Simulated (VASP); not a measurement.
Wanted: the native input for a VASP 6.6.1 run.

* Task: single point
* Functional: PBE
* Potentials or basis: VASP PAW PBE potentials, release 64 (Be, Se, O)
* Cutoff: 520 eV
* k mesh: 6 × 6 × 6
* Occupations: gaussian, width 0.1 eV
* Spin: no spin polarisation
* Dipole correction: no
* Further INCAR settings: ALGO = Normal; EDIFF = 1e-07; NBANDS = 21

The structure of Be3Se2O lies in POSCAR:

```
Be3Se2O
1.0
    5.5282805600      0.0000000000      0.0000000000
   -2.7641402800      4.7876314000      0.0000000000
    0.0000000000      0.0000000000      3.2074497400
Be Se O
3 2 1
Direct
    0.0000000000      0.5000000000      0.0000000000
    0.5000000000      0.0000000000      0.0000000000
    0.5000000000      0.5000000000      0.0000000000
    0.3333333300      0.6666666700      0.5000000000
    0.6666666700      0.3333333300      0.5000000000
    0.0000000000      0.0000000000      0.5000000000
```

The cell was built from a structure type or drawn by symmetry, and may not be a known phase.

One way to write it, as run:

INCAR

```
  ALGO = Normal
  EDIFF = 1E-7
  ENCUT = 520
  GGA = PE
  ISIF = 2
  ISMEAR = 0
  LASPH = True
  LCHARG = False
  LREAL = False
  LWAVE = False
  NBANDS = 21
  NELM = 60
  PREC = Accurate
  SIGMA = 0.1
```

KPOINTS

```
k-points
0
Gamma
  6 6 6
```

Potentials or basis: VASP PAW PBE potentials, release 64 (Be, Se, O).

Run with:

```sh
$ cat potpaw_PBE.64/Be/POTCAR potpaw_PBE.64/Se/POTCAR potpaw_PBE.64/O/POTCAR > POTCAR
$ mpirun -np 1 vasp_std > vasp.out
```

It gave:

* Pressure: 5.2 GPa
* Band gap on the k mesh: zero (bands 12 and 13 overlap by 0.49 eV)

Caveat: the cell stands under pressure; semilocal functionals underestimate gaps, so a narrow gap can read as zero.

Run time: 28 s on 1 thread of Intel(R) Xeon(R) 6975P-C (Granite Rapids), with other jobs on the host, peak memory 0.21 GiB.
